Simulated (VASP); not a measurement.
# Hf (C2/c) in VASP: single point with LDA

Aim: the single point of Hf with LDA.

Everything below comes from runs of VASP 6.6.1. Logs are shortened: lines on timing, memory, paths and dates and some standing lists are left out, and cuts for length are marked.

## Step 1: The cell of the first run

The typed cell holds 2 atoms: a = 3.075 Å, b = 3.075 Å, c = 4.885 Å, α = 90.00°, β = 90.00°, γ = 120.00°.

## Step 2: Single point, LDA (volume scaled by 0.96)

INCAR

```
SYSTEM = Hf
PREC     = Accurate       ! precision mode
ENCUT    = 520            ! plane-wave cutoff, eV
EDIFF    = 1E-6           ! SCF threshold, eV
ISMEAR   = -1             ! smearing method
SIGMA    = 0.1            ! smearing width, eV
LREAL    = .FALSE.        ! projectors in reciprocal space
LASPH    = .TRUE.         ! aspherical terms in the spheres
NELM     = 80             ! most SCF steps
ALGO     = Normal         ! electronic algorithm
ISIF     = 2              ! what is computed and relaxed
LWAVE    = .FALSE.        ! write WAVECAR
LCHARG   = .FALSE.        ! write CHGCAR
NBANDS   = 17             ! bands
```

KPOINTS

```
regular mesh
0
G
  13 13 7
  0 0 0
```

POSCAR

```
Hf
1.0
   -1.6973181857      2.0685687738      1.5148053576
    2.0685687738     -1.6973181857      1.5148053576
    3.4036056649      3.4036056649     -0.8348592258
Hf
2
Direct
    0.0416835616      0.9583164384      0.0000000000
    0.7083164384      0.2916835616      0.5000000000
```

Potentials or basis: VASP PAW LDA potentials, release 64 (Hf_pv).

The run is started by

```bash
cat potpaw_LDA.64/Hf_pv/POTCAR > POTCAR
mpirun -np 1 vasp_std > vasp.out
```

OUTCAR:

```text
SYSTEM = Hf
   PREC = Accurate
   ENCUT = 520
   EDIFF = 1E-6
   ISMEAR = -1
   LREAL = .FALSE.
   LASPH = .TRUE.
   NELM = 80
   ISIF = 2

 ion  position               nearest neighbor table
   1  0.042  0.958  0.000-   2 3.02   2 3.02   2 3.02   2 3.02   2 3.02   2 3.02
   2  0.708  0.292  0.500-   1 3.02   1 3.02   1 3.02   1 3.02   1 3.02   1 3.02

  LATTYP: Found a base centered monoclinic cell.
 ALAT       =     3.0747674845
 B/A-ratio  =     1.7320881788
 C/A-ratio  =     1.5888321542
 COS(beta)  =    -0.0001409512

  Lattice vectors:

 A1 = (  -1.6973181857,   2.0685687738,   1.5148053576)
 A2 = (   2.0685687738,  -1.6973181857,   1.5148053576)
 A3 = (   3.4036056649,   3.4036056649,  -0.8348592258)

Analysis of symmetry for initial positions (statically):
=====================================================================
 Subroutine PRICEL returns:
 Original cell was already a primitive cell.

 Routine SETGRP: Setting up the symmetry group for a
 base centered monoclinic supercell.

 Subroutine GETGRP returns: Found  4 space group operations
 (whereof  2 operations were pure point group operations)
 out of a pool of  4 trial point group operations.

The static configuration has the point symmetry C_2 .
 The point group associated with its full space group is C_2h.

Analysis of symmetry for dynamics (positions and initial velocities):
=====================================================================
 Subroutine PRICEL returns:
 Original cell was already a primitive cell.

 Routine SETGRP: Setting up the symmetry group for a
 base centered monoclinic supercell.

 Subroutine GETGRP returns: Found  4 space group operations
 (whereof  2 operations were pure point group operations)
 out of a pool of  4 trial point group operations.

The dynamic configuration has the point symmetry C_2 .
 The point group associated with its full space group is C_2h.

 Subroutine INISYM returns: Found  4 space group operations
 (whereof  2 operations are pure point group operations),
 and found     1 'primitive' translations

----------------------------------------------------------------------------------------

                                     Primitive cell

  volume of cell :      39.9995

  direct lattice vectors                    reciprocal lattice vectors
    -1.697318186  2.068568774  1.514805358    -0.093470564  0.172071130  0.320443643
     2.068568774 -1.697318186  1.514805358     0.172071130 -0.093470564  0.320443643
     3.403605665  3.403605665 -0.834859226     0.142616329  0.142616329 -0.034952607

  length of vectors
     3.074817241  3.074817241  4.885289446     0.375538744  0.375538744  0.204696164

  position of ions in fractional coordinates (direct lattice)
     0.041683562  0.958316438  1.000000000
     0.708316438  0.291683562  0.500000000

  ion indices of the primitive-cell ions
   primitive index   ion index
                 1           1
                 2           2

----------------------------------------------------------------------------------------

 KPOINTS: regular mesh

Automatic generation of k-mesh.
 Grid dimensions read from file:
 generate k-points for:   13   13    7

 Generating k-lattice:

  Cartesian coordinates                     Fractional coordinates (reciprocal lattice)
    -0.007190043  0.013236241  0.024649511     0.076923077  0.000000000  0.000000000
     0.013236241 -0.007190043  0.024649511     0.000000000  0.076923077  0.000000000
     0.020373761  0.020373761 -0.004993230    -0.000000000 -0.000000000  0.142857143

  Length of vectors
     0.028887596  0.028887596  0.029242309

  Shift w.r.t. Gamma in fractional coordinates (k-lattice)
     0.000000000  0.000000000  0.000000000

 Subroutine IBZKPT returns following result:
 ===========================================

 Found    322 irreducible k-points:

 Following reciprocal coordinates:
            Coordinates               Weight
  0.000000  0.000000  0.000000      1.000000
  0.076923  0.000000  0.000000      4.000000
  0.153846  0.000000  0.000000      4.000000
  0.230769 -0.000000  0.000000      4.000000
  0.307692  0.000000  0.000000      4.000000
  0.384615  0.000000  0.000000      4.000000
[... 16 lines left out ...]
  0.384615  0.153846  0.000000      4.000000
  0.461538  0.153846  0.000000      4.000000
 [... further k-points ...]
   k-points           NKPTS =    322   k-points in BZ     NKDIM =    322   number of bands    NBANDS=     17
   number of dos      NEDOS =    301   number of ions     NIONS =      2
   total plane-waves  NPLWV =  20736
   dimension x,y,z NGX =    24 NGY =   24 NGZ =   36
   dimension x,y,z NGXF=    48 NGYF=   48 NGZF=   72
   ions per type =               2
   NGX,Y,Z   is equivalent  to a cutoff of  12.98, 12.98, 12.25 a.u.
   NGXF,Y,Z  is equivalent  to a cutoff of  25.95, 25.95, 24.50 a.u.
 SYSTEM =  Hf
   PREC   = accura    normal or accurate (medium, high low for compatibility)
   ISTART =      0    job   : 0-new  1-cont  2-samecut
   ICHARG =      2    charge: 1-file 2-atom 10-const
   ISPIN  =      1    spin polarized calculation?
   LNONCOLLINEAR =      F non collinear calculations
   LSORBIT =      F    spin-orbit coupling
   LASPH  =      T    aspherical Exc in radial PAW
   ENCUT  =  520.0 eV  38.22 Ry    6.18 a.u.   5.72  5.72  9.08*2*pi/ulx,y,z
   NELM   =     80;   NELMIN=  2; NELMDL= -5     # of ELM steps
   EDIFF  = 0.1E-05   stopping-criterion for ELM
   LREAL  =      F    real-space projection
   EDIFFG = 0.1E-04   stopping-criterion for IOM
   NSW    =      0    number of steps for IOM
   IBRION =     -1    ionic relax: 0-MD 1-quasi-New 2-CG
   NFREE  =      0    steps in history (QN), initial steepest desc. (CG)
   ISIF   =      2    stress and relaxation
   ISYM   =      2    0-nonsym 1-usesym 2-fastsym
   POTIM  = 0.5000    time-step for ionic-motion
   TEBEG  =    0.0;   TEEND  =   0.0 temperature during run
   PSTRESS=    0.0 pullay stress
   NELECT =      20.0000    total number of electrons
   NUPDOWN=      -1.0000    fix difference up-down
   EMIN   =  10.00;   EMAX   =-10.00  energy-range for DOS
   EFERMI =   0.00;   METHOD = LEGACY
   ISMEAR =    -1;   SIGMA  =   0.10  broadening in eV -4-tet -1-fermi 0-gaus
   EFERMI_NEDOS =   21; number of points for ismear=-14 and -15
   IALGO  =     38    algorithm
   IMIX   =      4    mixing-type and parameters
     AMIX     =   0.40;   BMIX     =  1.00
     AMIX_MAG =   1.60;   BMIX_MAG =  1.00
  volume/ion in A,a.u.               =      20.00       134.97
  Fermi-wavevector in a.u.,A,eV,Ry     =   1.299371  2.455455 22.971605  1.688365
  Thomas-Fermi vector in A             =   2.430639
   LORBIT       =      0    0 simple, 1 ext, 2 COOP (PROOUT), +10 PAW based schemes
   GGA     = CA    functional components
   LHFCALC =     F    Hartree Fock is set to
   AEXX    =    0.0000 exact exchange contribution
   IVDW    =     0    specifies the selected vdW correction
   LEPSILON=     F    determine dielectric tensor
   LRPA    =     F    only Hartree local field effects (RPA)
 non-spin polarized calculation
  energy-cutoff  :      520.00
  volume of cell :       40.00
 maximum number of plane-waves:      1092
   NGX = 11   NGY = 11   NGZ = 19

 number of electron      20.0000007 magnetization

 Free energy of the ion-electron system (eV)
  ---------------------------------------------------
  ext. energy  EPLUGINS =         0.00000000
  ---------------------------------------------------
  free energy    TOTEN  =       -21.38859121 eV

  energy without entropy =      -21.33240053  energy(sigma->0) =      -21.36049587

 E-fermi :   5.5954     XC(G=0): -11.9905

 val. band max:        5.5817931696   @ k =  -0.1538  -0.0000   0.1429
 cond. band min:       5.5994583467   @ k =  -0.2308  -0.3077   0.2857
 fundamental gap:      0.0176651771
 Fermi energy:         5.5953845225

 k-point     1 :       0.0000    0.0000    0.0000
  band No.  band energies     occupation
      1     -25.2919      2.00000
      2     -24.2117      2.00000
      3     -24.2117      2.00000
      4     -24.0313      2.00000
      5     -24.0312      2.00000
      6     -24.0250      2.00000
[... 9 lines left out ...]
     16       8.4292      0.00000
     17      11.4893      0.00000

 k-point     2 :       0.0769    0.0000    0.0000
  band No.  band energies     occupation
      1     -25.2695      2.00000
      2     -24.2620      2.00000
      3     -24.2283      2.00000
      4     -24.0843      2.00000
      5     -24.0377      2.00000
      6     -24.0350      2.00000
[... 9 lines left out ...]
     16       8.2307      0.00000
     17      11.6564      0.00000

 k-point     3 :       0.1538    0.0000    0.0000
  band No.  band energies     occupation
      1     -25.2047      2.00000
      2     -24.4009      2.00000
      3     -24.2727      2.00000
      4     -24.2272      2.00000
      5     -24.0653      2.00000
      6     -24.0568      2.00000
[... 9 lines left out ...]
     16       8.4054      0.00000
     17      12.0152      0.00000

 k-point     4 :       0.2308   -0.0000    0.0000
  band No.  band energies     occupation
      1     -25.1050      2.00000
      2     -24.5959      2.00000
      3     -24.4187      2.00000
      4     -24.3325      2.00000
      5     -24.1159      2.00000
      6     -24.0858      2.00000
[... 9 lines left out ...]
     16       9.2695      0.00000
     17      12.3664      0.00000

 k-point     5 :       0.3077    0.0000    0.0000
  band No.  band energies     occupation
      1     -24.9830      2.00000
      2     -24.8011      2.00000
      3     -24.6111      2.00000
      4     -24.3933      2.00000
      5     -24.1856      2.00000
      6     -24.1184      2.00000
[... 9 lines left out ...]
     16      10.3696      0.00000
     17      12.6195      0.00000

 k-point     6 :       0.3846    0.0000    0.0000
  band No.  band energies     occupation
      1     -24.9689      2.00000
      2     -24.8583      2.00000
      3     -24.7636      2.00000
      4     -24.4421      2.00000
      5     -24.2666      2.00000
      6     -24.1462      2.00000
[... 9 lines left out ...]
     16      11.5511      0.00000
     17      12.7666      0.00000

 k-point     7 :       0.4615    0.0000    0.0000
  band No.  band energies     occupation
      1     -25.0625      2.00000
      2     -24.8474      2.00000
      3     -24.7668      2.00000
      4     -24.4692      2.00000
      5     -24.3334      2.00000
      6     -24.1622      2.00000
[... 9 lines left out ...]
     16      12.6912      0.00000
     17      12.8306      0.00000

 k-point     8 :       0.0769    0.0769    0.0000
  band No.  band energies     occupation
      1     -25.2259      2.00000
      2     -24.3473      2.00000
      3     -24.2789      2.00000
      4     -24.1649      2.00000
      5     -24.0570      2.00000
      6     -24.0552      2.00000
[... 9 lines left out ...]
     16       8.2742      0.00000
     17      11.8611      0.00000
[... 203 lines left out ...]
      1     -25.2695      2.00000
      2     -24.2619      2.00000
      3     -24.2283      2.00000
      4     -24.0844      2.00000
      5     -24.0376      2.00000
      6     -24.0350      2.00000
[... 9 lines left out ...]
     16       8.2301      0.00000
     17      11.6569      0.00000

 k-point    20 :       0.1538    0.1538    0.0000
  band No.  band energies     occupation
      1     -25.0490      2.00000
      2     -24.6161      2.00000
      3     -24.5855      2.00000
      4     -24.3212      2.00000
      5     -24.1531      2.00000
      6     -24.1467      2.00000
[... 9 lines left out ...]
     16      10.1346      0.00000
     17      12.2154      0.00000

 k-point    21 :       0.2308    0.1538    0.0000
  band No.  band energies     occupation
      1     -24.9323      2.00000
      2     -24.7825      2.00000
      3     -24.7023      2.00000
      4     -24.4119      2.00000
      5     -24.2168      2.00000
      6     -24.2146      2.00000
[... 9 lines left out ...]
     16      11.3998      0.00000
     17      12.2893      0.00000

 k-point    22 :       0.3077    0.1538    0.0000
  band No.  band energies     occupation
      1     -24.9289      2.00000
      2     -24.8104      2.00000
      3     -24.7705      2.00000
      4     -24.5060      2.00000
      5     -24.2998      2.00000
      6     -24.2608      2.00000
[... 9 lines left out ...]
     16      12.3338      0.00000
     17      12.6919      0.00000

 k-point    23 :       0.3846    0.1538    0.0000
  band No.  band energies     occupation
      1     -25.0095      2.00000
      2     -24.8033      2.00000
      3     -24.7162      2.00000
      4     -24.5657      2.00000
      5     -24.3720      2.00000
      6     -24.2859      2.00000
[... 9 lines left out ...]
     16      12.3502      0.00000
     17      13.5080      0.00000

 k-point    24 :       0.4615    0.1538    0.0000
  band No.  band energies     occupation
      1     -25.0095      2.00000
      2     -24.8033      2.00000
      3     -24.7162      2.00000
      4     -24.5657      2.00000
      5     -24.3720      2.00000
      6     -24.2859      2.00000
[... 9 lines left out ...]
     16      12.3503      0.00000
     17      13.5068      0.00000

 [... further k-points ...]

------------------------ aborting loop because EDIFF is reached ----------------------------------------

  FORCE on cell =-STRESS in cart. coord.  units (eV):
  Direction    XX          YY          ZZ          XY          YZ          ZX
  --------------------------------------------------------------------------------------
  -------------------------------------------------------------------------------------
  Total        1.3609126      1.3609126      1.3122303      0.0529383     -0.0117486     -0.0117486
  in kB       54.5112263     54.5112263     52.5612615      2.1204398     -0.4705884     -0.4705878
  external PRESSURE =      53.8612380 kB  Pullay stress =       0.0000000 kB

 VOLUME and BASIS-vectors are now :
 -----------------------------------------------------------------------------
  energy-cutoff  :      520.00
  volume of cell :       40.00
      direct lattice vectors                 reciprocal lattice vectors
    -1.697318186  2.068568774  1.514805358    -0.093470564  0.172071130  0.320443643
     2.068568774 -1.697318186  1.514805358     0.172071130 -0.093470564  0.320443643
     3.403605665  3.403605665 -0.834859226     0.142616329  0.142616329 -0.034952607

 POSITION                                       TOTAL-FORCE (eV/Angst)
 -----------------------------------------------------------------------------------
      1.91159     -1.54034      1.51481         0.000222     -0.000222     -0.000000
      1.10293      2.67192      1.09738        -0.000222      0.000222      0.000000
 -----------------------------------------------------------------------------------
    total drift:                               -0.000000      0.000000      0.000000

  FREE ENERGIE OF THE ION-ELECTRON SYSTEM (eV)
  ---------------------------------------------------
  free  energy   TOTEN  =       -21.3885912101 eV

  energy  without entropy=      -21.3324005297  energy(sigma->0) =      -21.36049587
```

Run time: 4.1 min. Hardware: 1 thread of AMD EPYC 7R13 (Zen 3), shared host; peak memory 0.25 GiB.

What came out:

```yaml
Free_energy: -21.3886 eV
Pressure: 5.4 GPa
Band_gap_on_the_k_mesh: zero (band 10 reaches 6.74 eV, above the bottom of band 11 at 5.32 eV)
```

Levels at points of the mesh, in eV from the Fermi level:
```
           k point  band 8  band 9  band 10  band 11  band 12  band 13
(0.00, 0.00, 0.00)   -4.06    1.15     1.15     1.24     1.42     2.08
```

Caveat: spin-orbit coupling is left out, which moves the levels of the heavy elements.
